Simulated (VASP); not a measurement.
Here is a VASP 6.6.1 calculation.

File INCAR:

```
SYSTEM = WS2
  PREC = Accurate
  ENCUT = 520
  EDIFF = 1E-6
  ISMEAR = 0
  SIGMA = 0.05
  LREAL = .False.
  LASPH = .True.
  NELM = 80
  ALGO = Normal
  ISIF = 2
  LWAVE = .False.
  LCHARG = .False.
  GGA = PE
  IVDW = 12
  NBANDS = 35
```

File KPOINTS:

```
regular mesh
0
Gamma
  12 12 4
  0 0 0
```

The input POSCAR:

```
WS2
1.0
    3.3977658036      0.0000000000      0.0000000000
   -1.6988829018      2.9425515020      0.0000000000
    0.0000000000      0.0000000000     10.4618527531
W S
2 4
Direct
    0.3333333333      0.6666666667      0.2500000000
    0.6666666667      0.3333333333      0.7500000000
    0.3333333333      0.6666666667      0.6202873801
    0.6666666667      0.3333333333      0.1202873801
    0.3333333333      0.6666666667      0.8797126199
    0.6666666667      0.3333333333      0.3797126199
```

Potentials or basis: VASP PAW PBE potentials, release 64 (W_sv, S).

Command:

```sh
$ cat potpaw_PBE.64/W_sv/POTCAR potpaw_PBE.64/S/POTCAR > POTCAR
$ mpirun -np 1 vasp_std > vasp.out
```

Problem. Estimate the dispersion energy per atom.

Solution. -0.437 eV.

Problem. Estimate the band gap on the k mesh.

Solution. Zero (bands 26 and 27 overlap by 0.90 eV).

Problem. Predict the largest force.

Solution. 2.287 eV/Å.

Problem. What does it give for the pressure?

Solution. 3.3 GPa.

Stress tensor (GPa, compression positive):
```
-9.52  0.00  0.00
 0.00 -9.52  0.00
 0.00  0.00 28.98
```

Caveat: the cell stands under pressure; spin-orbit coupling is left out, which moves the levels of the heavy elements; forces of over 1 eV/Å act on the atoms, so gaps and moduli don't describe the material at rest.
